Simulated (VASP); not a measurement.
The system is H4Os.

```xyz
5
Lattice="4.1304 -4.1304 0.0000 4.1304 4.1304 0.0000 0.0000 0.0000 3.7968" Properties=species:S:1:pos:R:3 pbc="T T T"
H     4.1304   -1.6108    0.0000
H     4.1304    1.6108    0.0000
H     6.6499    0.0000    1.8984
H     1.6108    0.0000    1.8984
Os    0.0000    0.0000    0.0000
```

This cell differs from its parent crystal: atoms taken out.

```yaml
Program: VASP 6.6.1
Task: relaxation of cell and atoms
Functional: PBE
Potentials_or_basis: VASP PAW PBE potentials, release 64 (H, Os_sv_GW)
Cutoff: 560 eV
k_mesh: 4 × 4 × 4
Occupations: gaussian, width 0.1 eV
Spin: no spin polarisation
```

At the start: pressure -13.2 GPa; volume 25.91 Å³/atom.

Question: How do energy, volume and symmetry change on relaxing?

Answer: Over 47 steps the energy falls by 2120.2 meV/atom and the volume is 9.43 Å³/atom (-63.6 %); space group Cmmm (No. 65, to 0.1 Å) before and after.

The path:
```
step  energy change (eV)  largest force (eV/Å)  pressure (GPa)  volume (Å³)
   1              0.0000                1.9166          -13.17       129.55
   3             -9.3926                0.6538           -7.95        59.47
   5             -9.5382                1.0559           -2.25        56.21
   7             -9.7418                0.6233            2.98        53.30
   9             -9.7687                0.3537           -3.50        54.95
  11             -9.7965                0.0814           -0.41        53.76
  13             -9.8020                0.1808            0.07        52.74
  15             -9.8095                0.1999           -0.02        52.14
  17             -9.8417                0.2722           -0.10        49.77
  19             -9.9620                0.9073            2.81        40.63
  21             -9.7047                2.2359            9.50        39.99
  23             -9.5403                3.4455           21.48        33.45
  25             -9.5005                3.5148           22.89        33.08
  27             -9.7654                2.5941           18.30        33.33
  29            -10.2893                0.2204            1.19        36.02
  31            -10.2998                0.0700           -0.73        36.56
  33            -10.3622                0.0608            1.48        36.53
  35            -10.3864                0.0669            4.07        36.46
  37            -10.4264                0.6404           -0.61        38.01
  39            -10.5161                0.4063            0.80        39.83
  41            -10.5849                0.0286            1.23        44.39
  43            -10.5928                0.1585           -0.75        46.38
  45            -10.6001                0.0493            0.15        47.08
  47            -10.6010                0.0087           -0.06        47.15
```

Final structure:
```xyz
5
Lattice="4.1999 -2.2710 0.0000 4.1999 2.2710 0.0000 0.0000 0.0000 2.4719" Properties=species:S:1:pos:R:3 pbc="T T T"
H     4.1999   -0.4614    0.0000
H     4.1999    0.4614    0.0000
H     7.0971    0.0000    1.2359
H     1.3027    0.0000    1.2359
Os    8.3998    0.0000    0.0000
```

Caveat: the k points lie up to 0.64 Å⁻¹ apart in the final cell, too coarse for converged energies and pressures of a metal; the cell differs from its parent crystal (atoms taken out); the volume moved by over 15 % at a fixed basis, so the end points are rough.
